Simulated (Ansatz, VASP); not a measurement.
## LiH in VASP and in Ansatz

```xyz
12
Lattice="1.9896 -1.9896 0.0000 1.9896 0.0000 -1.9896 8.7541 7.1625 7.9583" Properties=species:S:1:pos:R:3 pbc="T T T"
Li    5.6373    1.6581    3.6477
Li    3.6477    1.6581    1.6581
Li    7.6268    3.6477    3.6477
Li   11.6060    5.6373    5.6373
Li    7.6268    5.6373    5.6373
Li    3.6477   -0.3315   -0.3315
H     5.6373    1.6581    1.6581
H     1.6581    1.6581    1.6581
H     5.6373    3.6477    3.6477
H     9.6164    5.6373    5.6373
H     9.6164    3.6477    3.6477
H     1.6581   -0.3315   -0.3315
```

Alike in both runs: task single point; functional PBEsol; k mesh 9 × 9 × 2; occupations gaussian, width 0.05 eV; no spin polarisation.

|  | VASP | Ansatz |
| --- | --- | --- |
| version | VASP 6.6.1 | Ansatz 0.2.0 |
| potentials or method | VASP PAW PBE potentials, release 64 (Li_sv, H), cutoff 520 eV | scalar-relativistic, plane waves, PAW |
| valence electrons in the cell | 24 | 24 |

```tsv
	VASP	Ansatz	Ansatz less VASP
gap on the k mesh at the Fermi level (eV)	2.64	2.64	+0.002
least direct gap on the mesh (eV)	2.89	2.89	+0.002
rms of the force components (eV/Å)	0.498	0.488	-0.0096
```

VASP's potentials were made for PBE, not for PBEsol. Atom by atom the forces differ by 0.010 eV/Å (rms over components). The functional is the same, so the differences come from potentials, cutoffs and numerics.

Noted on VASP's run: the cutoff is under 1.25 times that of the potentials, so the pressure is a little rough.
